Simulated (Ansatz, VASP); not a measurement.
## NaCl in VASP and in Ansatz

INCAR

```
SYSTEM = NaCl
PREC     = Accurate       ! precision mode
ENCUT    = 520            ! plane-wave cutoff, eV
EDIFF    = 1E-6           ! SCF threshold, eV
ISMEAR   = 0              ! smearing method
SIGMA    = 0.1            ! smearing width, eV
LREAL    = .False.        ! projectors in reciprocal space
LASPH    = .True.         ! aspherical terms in the spheres
NELM     = 60             ! most SCF steps
ALGO     = Normal         ! electronic algorithm
ISIF     = 2              ! what is computed and relaxed
LWAVE    = .False.        ! write WAVECAR
LCHARG   = .False.        ! write CHGCAR
GGA      = PE             ! functional
IVDW     = 13             ! dispersion correction
NBANDS   = 14             ! bands
```

The input KPOINTS:

```
regular mesh
0
Gamma
  2 2 2
  0 0 0
```

Contents of POSCAR:

```
NaCl
1.0
    3.5021900000      0.0000000000      0.0000000000
    0.0000000000      3.5021900000      0.0000000000
    0.0000000000      0.0000000000      3.5021900000
Na Cl
1 1
Direct
    0.0000000000      0.0000000000      0.0000000000
    0.5000000000      0.5000000000      0.5000000000
```

Input for Ansatz:

```yaml
crystal:
  lattice:
    - [3.50219, 0.0, 0.0]
    - [0.0, 3.50219, 0.0]
    - [0.0, 0.0, 3.50219]
  atoms:
    - { symbol: Na, position: [0.0, 0.0, 0.0] }
    - { symbol: Cl, position: [0.5, 0.5, 0.5] }
basis:
  ecutwfc: 420
kpoints:
  mp_grid: { grid: [2, 2, 2] }
hamiltonian:
  xc: pbe
  dispersion: d4
scf:
  occupations: { method: gaussian, width: 0.1 }
output:
  forces: true
  stress: true
  eigenvalues: true
```

Alike in both runs: task single point; functional PBE; dispersion D4; k mesh 2 × 2 × 2; occupations gaussian, width 0.1 eV; no spin polarisation.

|  | VASP | Ansatz |
| --- | --- | --- |
| version | VASP 6.6.1 | Ansatz 0.2.0 |
| potentials or method | VASP PAW PBE potentials, release 64 (Na_pv, Cl), cutoff 520 eV | scalar-relativistic, plane waves, PAW |
| valence electrons in the cell | 14 | 16 |

```csv
,VASP,Ansatz,Ansatz less VASP
gap on the k mesh at the Fermi level (eV),3.80,3.79,0.000
least direct gap on the mesh (eV),4.30,4.30,0.000
pressure (GPa),3.1,3.1,+0.06
```

VASP's potentials hold 14 valence electrons a cell and Ansatz's 16, so a difference there can come from the potentials and not from the codes.

The k mesh is coarse, so the values compare programs but aren't converged.
